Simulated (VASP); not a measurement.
# Ag (Fm-3m) in VASP: further runs

Ag is run at these levels: LDA; tasks: electric field gradients.

Everything below comes from runs of VASP 6.6.1. Logs are shortened: lines on timing, memory, paths and dates and some standing lists are left out, and cuts for length are marked.

**1. The cell of the first run**

It takes space group Fm-3m (No. 225, cubic). Conventional cell: a = 4.127 Å, b = 4.127 Å, c = 4.127 Å, α = 90.00°, β = 90.00°, γ = 90.00°. Within 3.8 Å of Ag (site symmetry m-3m) lie 12 Ag at 2.92 Å.

**2. Electric field gradients, LDA (volume scaled by 1.03)**

INCAR

```
  PREC = Accurate
  ENCUT = 520
  EDIFF = 1E-8
  ISMEAR = -1
  SIGMA = 0.05
  LREAL = F
  LASPH = T
  NELM = 100
  ALGO = Normal
  ISIF = 2
  LWAVE = F
  LCHARG = F
  GGA = CA
  LEFG = T
  NBANDS = 12
```

KPOINTS

```
Automatic mesh
0
Gamma
  15 15 15
```

POSCAR

```
Ag
1.0
    0.0000000000      2.0633300285      2.0633300285
    2.0633300285      0.0000000000      2.0633300285
    2.0633300285      2.0633300285      0.0000000000
Ag
1
Direct
    0.0000000000      0.0000000000      0.0000000000
```

Potentials or basis: VASP PAW LDA potentials, release 64 (Ag).

The run is started by

```
cat potpaw_LDA.64/Ag/POTCAR > POTCAR
mpirun -np 1 vasp_std > vasp.out
```

OUTCAR:

```text
PREC = Accurate
   ENCUT = 520
   EDIFF = 1E-8
   ISMEAR = -1
   LREAL = F
   LASPH = T
   NELM = 100
   ISIF = 2
   GGA = CA

 ion  position               nearest neighbor table
   1  0.000  0.000  0.000-

  LATTYP: Found a face centered cubic cell.
 ALAT       =     4.1266600570

  Lattice vectors:

 A1 = (   0.0000000000,   2.0633300285,   2.0633300285)
 A2 = (   2.0633300285,   0.0000000000,   2.0633300285)
 A3 = (   2.0633300285,   2.0633300285,   0.0000000000)

Analysis of symmetry for initial positions (statically):
=====================================================================
 Subroutine PRICEL returns:
 Original cell was already a primitive cell.

 Routine SETGRP: Setting up the symmetry group for a
 face centered cubic supercell.

 Subroutine GETGRP returns: Found 48 space group operations
[... 9 lines left out ...]

 Routine SETGRP: Setting up the symmetry group for a
 face centered cubic supercell.

 Subroutine GETGRP returns: Found 48 space group operations
[... 11 lines left out ...]
                                     Primitive cell

  volume of cell :      17.5686

  direct lattice vectors                    reciprocal lattice vectors
     0.000000000  2.063330028  2.063330028    -0.242326721  0.242326721  0.242326721
     2.063330028  0.000000000  2.063330028     0.242326721 -0.242326721  0.242326721
     2.063330028  2.063330028  0.000000000     0.242326721  0.242326721 -0.242326721

  length of vectors
     2.917989310  2.917989310  2.917989310     0.419722193  0.419722193  0.419722193

  position of ions in fractional coordinates (direct lattice)
     0.000000000  0.000000000  0.000000000

  ion indices of the primitive-cell ions
   primitive index   ion index
                 1           1

----------------------------------------------------------------------------------------

 KPOINTS: Automatic mesh

Automatic generation of k-mesh.
 Grid dimensions read from file:
 generate k-points for:   15   15   15

 Generating k-lattice:

  Cartesian coordinates                     Fractional coordinates (reciprocal lattice)
    -0.016155115  0.016155115  0.016155115     0.066666667  0.000000000  0.000000000
     0.016155115 -0.016155115  0.016155115     0.000000000  0.066666667  0.000000000
     0.016155115  0.016155115 -0.016155115     0.000000000  0.000000000  0.066666667

  Length of vectors
     0.027981480  0.027981480  0.027981480

  Shift w.r.t. Gamma in fractional coordinates (k-lattice)
     0.000000000  0.000000000  0.000000000

 Subroutine IBZKPT returns following result:
 ===========================================

 Found    120 irreducible k-points:

 Following reciprocal coordinates:
            Coordinates               Weight
  0.000000  0.000000  0.000000      1.000000
  0.066667  0.000000  0.000000      8.000000
  0.133333  0.000000  0.000000      8.000000
  0.200000  0.000000  0.000000      8.000000
  0.266667  0.000000  0.000000      8.000000
  0.333333  0.000000  0.000000      8.000000
[... 16 lines left out ...]
  0.133333  0.133333  0.000000      6.000000
  0.200000  0.133333  0.000000     24.000000
 [... further k-points ...]
   k-points           NKPTS =    120   k-points in BZ     NKDIM =    120   number of bands    NBANDS=     12
   number of dos      NEDOS =    301   number of ions     NIONS =      1
   total plane-waves  NPLWV =  13824
   dimension x,y,z NGX =    24 NGY =   24 NGZ =   24
   dimension x,y,z NGXF=    48 NGYF=   48 NGZF=   48
   ions per type =               1
   NGX,Y,Z   is equivalent  to a cutoff of  13.67, 13.67, 13.67 a.u.
   NGXF,Y,Z  is equivalent  to a cutoff of  27.35, 27.35, 27.35 a.u.
 SYSTEM =  unknown system
   PREC   = accura    normal or accurate (medium, high low for compatibility)
   ISTART =      0    job   : 0-new  1-cont  2-samecut
   ICHARG =      2    charge: 1-file 2-atom 10-const
   ISPIN  =      1    spin polarized calculation?
   LNONCOLLINEAR =      F non collinear calculations
   LSORBIT =      F    spin-orbit coupling
   LASPH  =      T    aspherical Exc in radial PAW
   ENCUT  =  520.0 eV  38.22 Ry    6.18 a.u.   5.43  5.43  5.43*2*pi/ulx,y,z
   NELM   =    100;   NELMIN=  2; NELMDL= -5     # of ELM steps
   EDIFF  = 0.1E-07   stopping-criterion for ELM
   LREAL  =      F    real-space projection
   EDIFFG = 0.1E-06   stopping-criterion for IOM
   NSW    =      0    number of steps for IOM
   IBRION =     -1    ionic relax: 0-MD 1-quasi-New 2-CG
   NFREE  =      0    steps in history (QN), initial steepest desc. (CG)
   ISIF   =      2    stress and relaxation
   ISYM   =      2    0-nonsym 1-usesym 2-fastsym
   POTIM  = 0.5000    time-step for ionic-motion
   TEBEG  =    0.0;   TEEND  =   0.0 temperature during run
   PSTRESS=    0.0 pullay stress
   NELECT =      11.0000    total number of electrons
   NUPDOWN=      -1.0000    fix difference up-down
   EMIN   =  10.00;   EMAX   =-10.00  energy-range for DOS
   EFERMI =   0.00;   METHOD = LEGACY
   ISMEAR =    -1;   SIGMA  =   0.05  broadening in eV -4-tet -1-fermi 0-gaus
   EFERMI_NEDOS =   21; number of points for ismear=-14 and -15
   IALGO  =     38    algorithm
   IMIX   =      4    mixing-type and parameters
     AMIX     =   0.40;   BMIX     =  1.00
     AMIX_MAG =   1.60;   BMIX_MAG =  1.00
  volume/ion in A,a.u.               =      17.57       118.56
  Fermi-wavevector in a.u.,A,eV,Ry     =   1.400534  2.646626 26.687771  1.961496
  Thomas-Fermi vector in A             =   2.523485
   LORBIT       =      0    0 simple, 1 ext, 2 COOP (PROOUT), +10 PAW based schemes
   GGA     = CA    functional components
   LHFCALC =     F    Hartree Fock is set to
   AEXX    =    0.0000 exact exchange contribution
   IVDW    =     0    specifies the selected vdW correction
   LEPSILON=     F    determine dielectric tensor
   LRPA    =     F    only Hartree local field effects (RPA)
 non-spin polarized calculation
  energy-cutoff  :      520.00
  volume of cell :       17.57
 maximum number of plane-waves:       495
 NGX is ok and might be reduce to    24
   NGX = 11   NGY = 11   NGZ = 11

 number of electron      10.9999999 magnetization

 Free energy of the ion-electron system (eV)
  ---------------------------------------------------
  ext. energy  EPLUGINS =         0.00000000
  ---------------------------------------------------
  free energy    TOTEN  =        -3.72870580 eV

  energy without entropy =       -3.72515075  energy(sigma->0) =       -3.72692828

 E-fermi :   7.8482     XC(G=0): -12.4088

 val. band max:        7.8407296686   @ k =  -0.3333   0.2000   0.0000
 cond. band min:       7.8810175383   @ k =  -0.2667   0.2667   0.0667
 fundamental gap:      0.0402878698
 Fermi energy:         7.8482102585

 k-point     1 :       0.0000    0.0000    0.0000
  band No.  band energies     occupation
      1       0.1221      2.00000
      2       3.0620      2.00000
      3       3.0620      2.00000
      4       3.0620      2.00000
      5       4.0617      2.00000
      6       4.0617      2.00000
      7      23.6888      0.00000
      8      27.0093      0.00000
      9      27.0093      0.00000
     10      27.0093      0.00000
     11      31.9599      0.00000
     12      32.7442      0.00000

 k-point     2 :       0.0667    0.0000    0.0000
  band No.  band energies     occupation
      1       0.2577      2.00000
      2       3.0317      2.00000
      3       3.0989      2.00000
      4       3.0989      2.00000
      5       4.0478      2.00000
      6       4.0478      2.00000
      7      23.6934      0.00000
      8      25.9004      0.00000
      9      27.0524      0.00000
     10      27.0524      0.00000
     11      31.7552      0.00000
     12      32.5915      0.00000

 k-point     3 :       0.1333    0.0000    0.0000
  band No.  band energies     occupation
      1       0.6422      2.00000
      2       2.9723      2.00000
      3       3.1878      2.00000
      4       3.1878      2.00000
      5       4.0283      2.00000
      6       4.0283      2.00000
      7      22.8575      0.00000
      8      24.6380      0.00000
      9      27.1335      0.00000
     10      27.1335      0.00000
     11      30.6817      0.00000
     12      32.0396      0.00000
[... 286 lines left out ...]
 k-point    23 :       0.1333    0.1333    0.0000
  band No.  band energies     occupation
      1       0.8185      2.00000
      2       2.7999      2.00000
      3       3.3177      2.00000
      4       3.3177      2.00000
      5       3.8239      2.00000
      6       4.1777      2.00000
      7      23.8856      0.00000
      8      25.1735      0.00000
      9      25.1735      0.00000
     10      25.2723      0.00000
     11      30.8214      0.00000
     12      32.5857      0.00000

 k-point    24 :       0.2000    0.1333    0.0000
  band No.  band energies     occupation
      1       1.2356      2.00000
      2       2.6862      2.00000
      3       3.4087      2.00000
      4       3.4403      2.00000
      5       3.8247      2.00000
      6       4.2448      2.00000
      7      22.5588      0.00000
      8      24.2580      0.00000
      9      24.4197      0.00000
     10      26.0454      0.00000
     11      29.2011      0.00000
     12      32.6108      0.00000

 [... further k-points ...]
[... 5 lines left out ...]
  --------------------------------------------------------------------------------------
  -------------------------------------------------------------------------------------
  Total       -1.0789073     -1.0789073     -1.0789073     -0.0000000     -0.0000000     -0.0000000
  in kB      -98.3917322    -98.3917322    -98.3917322     -0.0000000     -0.0000000     -0.0000000
  external PRESSURE =     -98.3917322 kB  Pullay stress =       0.0000000 kB

 VOLUME and BASIS-vectors are now :
 -----------------------------------------------------------------------------
  energy-cutoff  :      520.00
  volume of cell :       17.57
      direct lattice vectors                 reciprocal lattice vectors
     0.000000000  2.063330028  2.063330028    -0.242326721  0.242326721  0.242326721
     2.063330028  0.000000000  2.063330028     0.242326721 -0.242326721  0.242326721
     2.063330028  2.063330028  0.000000000     0.242326721  0.242326721 -0.242326721

 POSITION                                       TOTAL-FORCE (eV/Angst)
 -----------------------------------------------------------------------------------
      0.00000      0.00000      0.00000         0.000000     -0.000000      0.000000
 -----------------------------------------------------------------------------------
    total drift:                               -0.000000      0.000000     -0.000000

  FREE ENERGIE OF THE ION-ELECTRON SYSTEM (eV)
  ---------------------------------------------------
  free  energy   TOTEN  =        -3.7287058048 eV

  energy  without entropy=       -3.7251507476  energy(sigma->0) =       -3.72692828

 Electric field gradients (V/A^2)
---------------------------------------------------------------------
 ion       V_xx      V_yy      V_zz      V_xy      V_xz      V_yz
---------------------------------------------------------------------
   1      -0.000     0.000    -0.000     0.001     0.001     0.001
---------------------------------------------------------------------

 Electric field gradients after diagonalization (V/A^2)
 (convention: |V_zz| > |V_xx| > |V_yy|)
----------------------------------------------------------------------
 ion       V_xx      V_yy      V_zz     asymmetry (V_yy - V_xx)/ V_zz
----------------------------------------------------------------------
   1      -0.001    -0.001     0.001       0.000
----------------------------------------------------------------------

           NMR quadrupolar parameters

 Cq : quadrupolar parameter    Cq=e*Q*V_zz/h
 eta: asymmetry parameters     (V_yy - V_xx)/ V_zz
 Q  : nuclear electric quadrupole moment in mb (millibarn)
----------------------------------------------------------------------
 ion       Cq(MHz)       eta       Q (mb)
----------------------------------------------------------------------
   1       0.000       0.000       1.000
----------------------------------------------------------------------
```

Run time: 12 s. Hardware: 1 thread of Intel Xeon 6975P-C, shared host; peak memory 0.15 GiB.

Results:

* Free energy: -3.7287 eV
* Pressure: -9.8 GPa

Caveat: without QUAD_EFG the Cq values of the log hold for a quadrupole moment of 1 mb, not for the nuclei.

**3. Electric field gradients, LDA (volume scaled by 1.04)**

INCAR

```
PREC = Accurate
ENCUT = 520
EDIFF = 1E-8
ISMEAR = -1
SIGMA = 0.05
LREAL = F
LASPH = T
NELM = 60
ALGO = Normal
ISIF = 2
LWAVE = F
LCHARG = F
GGA = CA
LEFG = T
NBANDS = 12
```

KPOINTS

```
regular mesh
0
Gamma
  15 15 15
```

POSCAR

```
Ag
1.0
    0.0000000000      2.0699859780      2.0699859780
    2.0699859780      0.0000000000      2.0699859780
    2.0699859780      2.0699859780      0.0000000000
Ag
1
Direct
    0.0000000000      0.0000000000      0.0000000000
```

Potentials or basis: VASP PAW LDA potentials, release 64 (Ag).

The run is started by

```
cat potpaw_LDA.64/Ag/POTCAR > POTCAR
mpirun -np 1 vasp_std > vasp.out
```

OUTCAR:

```text
PREC = Accurate
   ENCUT = 520
   EDIFF = 1E-8
   ISMEAR = -1
   LREAL = F
   LASPH = T
   NELM = 60
   ISIF = 2
   GGA = CA

 ion  position               nearest neighbor table
   1  0.000  0.000  0.000-

  LATTYP: Found a face centered cubic cell.
 ALAT       =     4.1399719560

  Lattice vectors:

 A1 = (   0.0000000000,   2.0699859780,   2.0699859780)
 A2 = (   2.0699859780,   0.0000000000,   2.0699859780)
[... 566 lines left out ...]
    total drift:                               -0.000000      0.000000      0.000000

  FREE ENERGIE OF THE ION-ELECTRON SYSTEM (eV)
  ---------------------------------------------------
  free  energy   TOTEN  =        -3.7179279041 eV

  energy  without entropy=       -3.7143004492  energy(sigma->0) =       -3.71611418

 Electric field gradients (V/A^2)
---------------------------------------------------------------------
 ion       V_xx      V_yy      V_zz      V_xy      V_xz      V_yz
---------------------------------------------------------------------
   1      -0.000    -0.000    -0.000     0.001     0.001     0.001
---------------------------------------------------------------------

 Electric field gradients after diagonalization (V/A^2)
 (convention: |V_zz| > |V_xx| > |V_yy|)
----------------------------------------------------------------------
 ion       V_xx      V_yy      V_zz     asymmetry (V_yy - V_xx)/ V_zz
----------------------------------------------------------------------
   1      -0.001    -0.001     0.001       0.000
----------------------------------------------------------------------

           NMR quadrupolar parameters

 Cq : quadrupolar parameter    Cq=e*Q*V_zz/h
 eta: asymmetry parameters     (V_yy - V_xx)/ V_zz
 Q  : nuclear electric quadrupole moment in mb (millibarn)
----------------------------------------------------------------------
 ion       Cq(MHz)       eta       Q (mb)
----------------------------------------------------------------------
   1       0.000       0.000       1.000
----------------------------------------------------------------------
```

It took 13 s on 1 thread of Intel Xeon 6975P-C, shared host; peak memory 0.15 GiB.

What came out:

```
Free energy : -3.7179 eV
Pressure    : -10.6 GPa
```

Caveat: without QUAD_EFG the Cq values of the log hold for a quadrupole moment of 1 mb, not for the nuclei.

**4. Electric field gradients, LDA (volume scaled by 1.04)**

INCAR

```
ALGO = Normal ; EDIFF = 1E-8
ENCUT = 520 ; ISIF = 2
ISMEAR = -1 ; LASPH = True
LCHARG = False ; LEFG = True
LREAL = False ; LWAVE = False
NBANDS = 12 ; NELM = 80
PREC = Accurate ; SIGMA = 0.05
```

KPOINTS

```
k-points
0
Gamma
  15 15 15
```

POSCAR is that of step 3.

Potentials or basis: VASP PAW LDA potentials, release 64 (Ag).

The run is started by

```
cat potpaw_LDA.64/Ag/POTCAR > POTCAR
mpirun -np 1 vasp_std > vasp.out
```

OUTCAR:

```text
EDIFF = 1E-8
   ENCUT = 520
   ISIF = 2
   ISMEAR = -1
   LASPH = True
   LREAL = False
   NELM = 80
   PREC = Accurate

 ion  position               nearest neighbor table
   1  0.000  0.000  0.000-

  LATTYP: Found a face centered cubic cell.
 ALAT       =     4.1399719560

  Lattice vectors:

 A1 = (   0.0000000000,   2.0699859780,   2.0699859780)
 A2 = (   2.0699859780,   0.0000000000,   2.0699859780)
 A3 = (   2.0699859780,   2.0699859780,   0.0000000000)

[... 564 lines left out ...]
    total drift:                               -0.000000      0.000000      0.000000

  FREE ENERGIE OF THE ION-ELECTRON SYSTEM (eV)
  ---------------------------------------------------
  free  energy   TOTEN  =        -3.7179279041 eV

  energy  without entropy=       -3.7143004492  energy(sigma->0) =       -3.71611418

 Electric field gradients (V/A^2)
---------------------------------------------------------------------
 ion       V_xx      V_yy      V_zz      V_xy      V_xz      V_yz
---------------------------------------------------------------------
   1      -0.000    -0.000    -0.000     0.001     0.001     0.001
---------------------------------------------------------------------

 Electric field gradients after diagonalization (V/A^2)
 (convention: |V_zz| > |V_xx| > |V_yy|)
----------------------------------------------------------------------
 ion       V_xx      V_yy      V_zz     asymmetry (V_yy - V_xx)/ V_zz
----------------------------------------------------------------------
   1      -0.001    -0.001     0.001       0.000
----------------------------------------------------------------------

           NMR quadrupolar parameters

 Cq : quadrupolar parameter    Cq=e*Q*V_zz/h
 eta: asymmetry parameters     (V_yy - V_xx)/ V_zz
 Q  : nuclear electric quadrupole moment in mb (millibarn)
----------------------------------------------------------------------
 ion       Cq(MHz)       eta       Q (mb)
----------------------------------------------------------------------
   1       0.000       0.000       1.000
----------------------------------------------------------------------
```

OSZICAR:

```text
N       E                     dE             d eps       ncg     rms          rms(c)
DAV:   1     0.510137338481E+02    0.51014E+02   -0.54424E+03  2928   0.820E+02
DAV:   2    -0.318423122144E+01   -0.54198E+02   -0.51088E+02  3296   0.192E+02
DAV:   3    -0.401896177602E+01   -0.83473E+00   -0.83420E+00  3472   0.253E+01
DAV:   4    -0.402157058625E+01   -0.26088E-02   -0.26087E-02  3252   0.147E+00
DAV:   5    -0.402159202989E+01   -0.21444E-04   -0.21443E-04  3464   0.120E-01    0.495E+00
DAV:   6    -0.373065918648E+01    0.29093E+00   -0.12514E+00  3064   0.975E+00    0.319E+00
DAV:   7    -0.372204597035E+01    0.86132E-02   -0.56404E-03  3308   0.762E-01    0.181E+00
DAV:   8    -0.371791887824E+01    0.41271E-02   -0.80060E-04  3308   0.213E-01    0.537E-02
DAV:   9    -0.371792830320E+01   -0.94250E-05   -0.70922E-06  3428   0.167E-02    0.121E-02
DAV:  10    -0.371792791527E+01    0.38793E-06   -0.14860E-06  3380   0.975E-03    0.149E-03
DAV:  11    -0.371792790374E+01    0.11530E-07   -0.27980E-08  3200   0.120E-03    0.581E-04
DAV:  12    -0.371792790408E+01   -0.33765E-09   -0.10016E-09  1976   0.293E-04
   1 F= -.37179279E+01 E0= -.37161142E+01  d E =-.362745E-02
```

stdout:

```text
POSCAR found type information on POSCAR Ag
 POSCAR found :  1 types and       1 ions
 scaLAPACK will be used
 LDA part: xc-table for (Slater(with rela. corr.)+CA(PZ))
 , standard interpolation
 POSCAR, INCAR and KPOINTS ok, starting setup
 FFT: planning ... GRIDC
 FFT: planning ... GRID_SOFT
 FFT: planning ... GRID
 WAVECAR not read
 entering main loop
ion   1
```

Wall time 10 s (1 thread of Intel Xeon 6975P-C, shared host); peak memory 0.14 GiB.

What came out:

| Item | Value |
| --- | --- |
| Free energy | -3.7179 eV |
| Pressure | -10.6 GPa |

Levels at points of the mesh, in eV from the Fermi level:
```tsv
k point	band 3	band 4	band 5	band 6	band 7	band 8	band 9	band 10
(0.00, 0.00, 0.00)	-4.75	-4.75	-3.77	-3.77	15.82	19.08	19.08	19.08
```

Caveat: without QUAD_EFG the Cq values of the log hold for a quadrupole moment of 1 mb, not for the nuclei.
